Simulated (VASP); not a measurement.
# Se (P3_221) in VASP: single point with PBE

Aim: the single point of Se with PBE.

Everything below comes from runs of VASP 6.6.1. Logs are shortened: lines on timing, memory, paths and dates and some standing lists are left out, and cuts for length are marked.

## 1. The cell of the first run

The structure is trigonal, space group P3_221 (No. 154). Conventional cell: a = 8.433 Å, b = 8.433 Å, c = 4.948 Å, α = 90.00°, β = 90.00°, γ = 120.00°. Within 3.1 Å of Se (site symmetry 1) lie 2 Se at 2.37 Å. Se (site symmetry 2) has 2 Se at 2.38 Å within 3.1 Å.

## 2. Single point, PBE

Input file INCAR:

```
PREC = Accurate
ENCUT = 500
EDIFF = 1E-6
ISMEAR = 1
SIGMA = 0.0121
LREAL = False
LASPH = True
NELM = 120
ALGO = Normal
ISIF = 2
LWAVE = False
LCHARG = True
GGA = PE
LELF = True
LVHAR = True
NBANDS = 37
GGA_COMPAT = False
```

Input file KPOINTS:

```
Automatic mesh
0
Gamma
  4 4 6
```

Input file POSCAR:

```
Se
1.0
    4.2166469605      7.3034467732      0.0000000000
   -4.2166469605      7.3034467732      0.0000000000
    0.0000000000      0.0000000000      4.9483994932
Se
9
Direct
    0.7752024107      0.5439853240      0.5829959806
    0.6808122653      0.7752024107      0.2496626473
    0.5439853240      0.6808122653      0.9163293139
    0.3191877347      0.4560146760      0.4170040194
    0.4560146760      0.2247975893      0.7503373527
    0.2247975893      0.3191877347      0.0836706861
    0.8827411957      0.1172588043      0.1666666667
    0.0000000000      0.8827411957      0.8333333333
    0.1172588043      0.0000000000      0.5000000000
```

Potentials or basis: VASP PAW PBE potentials, release 64 (Se).

On the command line:

```sh
$ cat potpaw_PBE.64/Se/POTCAR > POTCAR
$ mpirun -np 1 vasp_std > vasp.out
```

OUTCAR:

```text
PREC = Accurate
   ENCUT = 500
   EDIFF = 1E-6
   ISMEAR = 1
   LREAL = False
   LASPH = True
   NELM = 120
   ISIF = 2
   GGA = PE

 ion  position               nearest neighbor table
   1  0.775  0.544  0.583-   3 2.37   2 2.37
   2  0.681  0.775  0.250-   1 2.37   3 2.37
   3  0.544  0.681  0.916-   1 2.37   2 2.37
   4  0.319  0.456  0.417-   5 2.37   6 2.37
   5  0.456  0.225  0.750-   4 2.37   6 2.37
   6  0.225  0.319  0.084-   4 2.37   5 2.37
   7  0.883  0.117  0.167-   9 2.38   8 2.38
   8  0.000  0.883  0.833-   9 2.38   7 2.38
   9  0.117  0.000  0.500-   7 2.38   8 2.38

  LATTYP: Found a hexagonal cell.
 ALAT       =     8.4332939210
 C/A-ratio  =     0.5867694805

  Lattice vectors:

 A1 = (   4.2166469605,  -7.3034467732,   0.0000000000)
 A2 = (   4.2166469605,   7.3034467732,   0.0000000000)
 A3 = (   0.0000000000,   0.0000000000,   4.9483994932)

Analysis of symmetry for initial positions (statically):
=====================================================================
 Subroutine PRICEL returns:
 Original cell was already a primitive cell.

 Routine SETGRP: Setting up the symmetry group for a
 hexagonal supercell.

 Subroutine GETGRP returns: Found  6 space group operations
 (whereof  2 operations were pure point group operations)
 out of a pool of 24 trial point group operations.

The static configuration has the point symmetry C_2 .
 The point group associated with its full space group is D_3 .

Analysis of symmetry for dynamics (positions and initial velocities):
=====================================================================
 Subroutine PRICEL returns:
 Original cell was already a primitive cell.

 Routine SETGRP: Setting up the symmetry group for a
 hexagonal supercell.

 Subroutine GETGRP returns: Found  6 space group operations
 (whereof  2 operations were pure point group operations)
 out of a pool of 24 trial point group operations.

The dynamic configuration has the point symmetry C_2 .
 The point group associated with its full space group is D_3 .

 Subroutine INISYM returns: Found  6 space group operations
 (whereof  2 operations are pure point group operations),
 and found     1 'primitive' translations

----------------------------------------------------------------------------------------

                                     Primitive cell

  volume of cell :     304.7824

  direct lattice vectors                    reciprocal lattice vectors
     4.216646961  7.303446773  0.000000000     0.118577629  0.068460826  0.000000000
    -4.216646961  7.303446773  0.000000000    -0.118577629  0.068460826  0.000000000
     0.000000000  0.000000000  4.948399493     0.000000000  0.000000000  0.202085543

  length of vectors
     8.433293921  8.433293921  4.948399493     0.136921652  0.136921652  0.202085543

  position of ions in fractional coordinates (direct lattice)
     0.775202411  0.543985324  0.582995981
     0.680812265  0.775202411  0.249662647
     0.543985324  0.680812265  0.916329314
     0.319187735  0.456014676  0.417004019
     0.456014676  0.224797589  0.750337353
     0.224797589  0.319187735  0.083670686
     0.882741196  0.117258804  0.166666667
     1.000000000  0.882741196  0.833333333
     0.117258804  1.000000000  0.500000000

  ion indices of the primitive-cell ions
   primitive index   ion index
                 1           1
                 2           2
                 3           3
                 4           4
                 5           5
                 6           6
                 7           7
                 8           8
                 9           9

----------------------------------------------------------------------------------------

 KPOINTS: Automatic mesh

Automatic generation of k-mesh.
 Grid dimensions read from file:
 generate k-points for:    4    4    6

 Generating k-lattice:

  Cartesian coordinates                     Fractional coordinates (reciprocal lattice)
     0.029644407  0.017115207  0.000000000     0.250000000 -0.000000000  0.000000000
    -0.029644407  0.017115207  0.000000000    -0.000000000  0.250000000  0.000000000
     0.000000000  0.000000000  0.033680924     0.000000000  0.000000000  0.166666667

  Length of vectors
     0.034230413  0.034230413  0.033680924

  Shift w.r.t. Gamma in fractional coordinates (k-lattice)
     0.000000000  0.000000000  0.000000000

 Subroutine IBZKPT returns following result:
 ===========================================

 Found     18 irreducible k-points:

 Following reciprocal coordinates:
            Coordinates               Weight
  0.000000  0.000000  0.000000      1.000000
  0.250000  0.000000  0.000000      6.000000
  0.500000  0.000000  0.000000      3.000000
  0.500000  0.250000  0.000000      6.000000
  0.000000  0.000000  0.166667      2.000000
  0.250000  0.000000  0.166667      6.000000
[... 10 lines left out ...]
  0.500000  0.000000  0.500000      3.000000
  0.500000  0.250000  0.500000      6.000000
   k-points           NKPTS =     18   k-points in BZ     NKDIM =     18   number of bands    NBANDS=     37
   number of dos      NEDOS =    301   number of ions     NIONS =      9
   total plane-waves  NPLWV = 147456
   dimension x,y,z NGX =    64 NGY =   64 NGZ =   36
   dimension x,y,z NGXF=   128 NGYF=  128 NGZF=   72
   ions per type =               9
   NGX,Y,Z   is equivalent  to a cutoff of  12.62, 12.62, 12.09 a.u.
   NGXF,Y,Z  is equivalent  to a cutoff of  25.23, 25.23, 24.19 a.u.
 SYSTEM =  unknown system
   PREC   = accura    normal or accurate (medium, high low for compatibility)
   ISTART =      0    job   : 0-new  1-cont  2-samecut
   ICHARG =      2    charge: 1-file 2-atom 10-const
   ISPIN  =      1    spin polarized calculation?
   LNONCOLLINEAR =      F non collinear calculations
   LSORBIT =      F    spin-orbit coupling
   LASPH  =      T    aspherical Exc in radial PAW
   ENCUT  =  500.0 eV  36.75 Ry    6.06 a.u.  15.38 15.38  9.02*2*pi/ulx,y,z
   NELM   =    120;   NELMIN=  2; NELMDL= -5     # of ELM steps
   EDIFF  = 0.1E-05   stopping-criterion for ELM
   LREAL  =      F    real-space projection
   EDIFFG = 0.1E-04   stopping-criterion for IOM
   NSW    =      0    number of steps for IOM
   IBRION =     -1    ionic relax: 0-MD 1-quasi-New 2-CG
   NFREE  =      0    steps in history (QN), initial steepest desc. (CG)
   ISIF   =      2    stress and relaxation
   ISYM   =      2    0-nonsym 1-usesym 2-fastsym
   POTIM  = 0.5000    time-step for ionic-motion
   TEBEG  =    0.0;   TEEND  =   0.0 temperature during run
   PSTRESS=    0.0 pullay stress
   NELECT =      54.0000    total number of electrons
   NUPDOWN=      -1.0000    fix difference up-down
   EMIN   =  10.00;   EMAX   =-10.00  energy-range for DOS
   EFERMI =   0.00;   METHOD = LEGACY
   ISMEAR =     1;   SIGMA  =   0.01  broadening in eV -4-tet -1-fermi 0-gaus
   EFERMI_NEDOS =   21; number of points for ismear=-14 and -15
   IALGO  =     38    algorithm
   IMIX   =      4    mixing-type and parameters
     AMIX     =   0.40;   BMIX     =  1.00
     AMIX_MAG =   1.60;   BMIX_MAG =  1.00
  volume/ion in A,a.u.               =      33.86       228.53
  Fermi-wavevector in a.u.,A,eV,Ry     =   0.919481  1.737567 11.502984  0.845445
  Thomas-Fermi vector in A             =   2.044680
   LORBIT       =      0    0 simple, 1 ext, 2 COOP (PROOUT), +10 PAW based schemes
   GGA     = PE    functional components
   LHFCALC =     F    Hartree Fock is set to
   AEXX    =    0.0000 exact exchange contribution
   IVDW    =     0    specifies the selected vdW correction
   LEPSILON=     F    determine dielectric tensor
   LRPA    =     F    only Hartree local field effects (RPA)
 non-spin polarized calculation
 Methfessel and Paxton  Order N= 1 SIGMA  =   0.01
  energy-cutoff  :      500.00
  volume of cell :      304.78
 maximum number of plane-waves:      7842
 NGX is ok and might be reduce to    64
   NGX = 31   NGY = 31   NGZ = 19

 number of electron      54.0000010 magnetization

 Free energy of the ion-electron system (eV)
  ---------------------------------------------------
  ext. energy  EPLUGINS =         0.00000000
  ---------------------------------------------------
  free energy    TOTEN  =       -31.33392610 eV

  energy without entropy =      -31.33394077  energy(sigma->0) =      -31.33393099

 E-fermi :   0.7059     XC(G=0):  -7.7920

 val. band max:        0.6956724828   @ k =   0.0000   0.0000   0.3333
 cond. band min:       2.0194605062   @ k =   0.5000   0.0000   0.5000
 fundamental gap:      1.3237880234
 Fermi energy:         0.7058572442

 k-point     1 :       0.0000    0.0000    0.0000
  band No.  band energies     occupation
      1     -14.4257      2.00000
      2     -14.2577      2.00000
      3     -14.2132      2.00000
      4     -10.7830      2.00000
      5     -10.7830      2.00000
      6     -10.7001      2.00000
[... 29 lines left out ...]
     36       4.3083      0.00000
     37       6.1209      0.00000

 k-point     2 :       0.2500    0.0000    0.0000
  band No.  band energies     occupation
      1     -14.3959      2.00000
      2     -14.2732      2.00000
      3     -14.2313      2.00000
      4     -10.8097      2.00000
      5     -10.7830      2.00000
      6     -10.6637      2.00000
[... 29 lines left out ...]
     36       4.2681      0.00000
     37       6.3065      0.00000

 k-point     3 :       0.5000    0.0000    0.0000
  band No.  band energies     occupation
      1     -14.3343      2.00000
      2     -14.3193      2.00000
      3     -14.2505      2.00000
      4     -10.8286      2.00000
      5     -10.7271      2.00000
      6     -10.7150      2.00000
[... 29 lines left out ...]
     36       4.2746      0.00000
     37       6.7293      0.00000
[... 521 lines left out ...]
 k-point    17 :       0.5000    0.0000    0.5000
  band No.  band energies     occupation
      1     -13.2760      2.00000
      2     -13.2629      2.00000
      3     -13.2488      2.00000
      4     -13.2119      2.00000
      5     -13.1981      2.00000
      6     -13.1703      2.00000
[... 29 lines left out ...]
     36       3.8755      0.00000
     37       7.4677      0.00000

 k-point    18 :       0.5000    0.2500    0.5000
  band No.  band energies     occupation
      1     -13.2765      2.00000
      2     -13.2703      2.00000
      3     -13.2384      2.00000
      4     -13.2154      2.00000
      5     -13.1888      2.00000
      6     -13.1786      2.00000
[... 29 lines left out ...]
     36       3.7643      0.00000
     37       7.5324      0.00000

------------------------ aborting loop because EDIFF is reached ----------------------------------------

  FORCE on cell =-STRESS in cart. coord.  units (eV):
  Direction    XX          YY          ZZ          XY          YZ          ZX
  --------------------------------------------------------------------------------------
  -------------------------------------------------------------------------------------
  Total        0.2334936      0.2334936      0.2506888      0.0000000      0.0000000      0.0000000
  in kB        1.2274270      1.2274270      1.3178185      0.0000000      0.0000000      0.0000000
  external PRESSURE =       1.2575575 kB  Pullay stress =       0.0000000 kB

 VOLUME and BASIS-vectors are now :
 -----------------------------------------------------------------------------
  energy-cutoff  :      500.00
  volume of cell :      304.78
      direct lattice vectors                 reciprocal lattice vectors
     4.216646961  7.303446773  0.000000000     0.118577629  0.068460826  0.000000000
    -4.216646961  7.303446773  0.000000000    -0.118577629  0.068460826  0.000000000
     0.000000000  0.000000000  4.948399493     0.000000000  0.000000000  0.202085543

 POSITION                                       TOTAL-FORCE (eV/Angst)
 -----------------------------------------------------------------------------------
      0.97496      9.63462      2.88490         0.031529     -0.003823     -0.000258
     -0.39801     10.63393      1.23543        -0.012454      0.029216     -0.000258
     -0.57695      8.94524      4.53436        -0.019075     -0.025393     -0.000258
     -0.57695      5.66165      2.06350        -0.019075      0.025393      0.000258
      0.97496      4.97228      3.71297         0.031529      0.003823      0.000258
     -0.39801      3.97297      0.41404        -0.012454     -0.029216      0.000258
      3.22777      7.30345      0.82473        -0.030190     -0.000000     -0.000000
     -3.72221      6.44705      4.12367         0.015095     -0.026146      0.000000
      0.49444      0.85639      2.47420         0.015095      0.026146      0.000000
 -----------------------------------------------------------------------------------
    total drift:                                0.000000     -0.000000      0.000000

  FREE ENERGIE OF THE ION-ELECTRON SYSTEM (eV)
  ---------------------------------------------------
  free  energy   TOTEN  =       -31.3339261029 eV

  energy  without entropy=      -31.3339407674  energy(sigma->0) =      -31.33393099
```

It took 3.8 min on 1 thread of AMD EPYC 7R43 (Zen 3), shared host; peak memory 0.39 GiB.

Results:

```
Free energy            : -31.3339 eV
Pressure               : 0.1 GPa
Largest force          : 0.032 eV/Å
Band gap on the k mesh : 1.32 eV (least direct gap 1.39 eV)
```

Forces on the atoms (eV/Å):
```
Se   0.032 -0.004  0.000
Se  -0.012  0.029  0.000
Se  -0.019 -0.025  0.000
Se  -0.019  0.025  0.000
Se   0.032  0.004  0.000
Se  -0.012 -0.029  0.000
Se  -0.030  0.000  0.000
Se   0.015 -0.026  0.000
Se   0.015  0.026  0.000
```
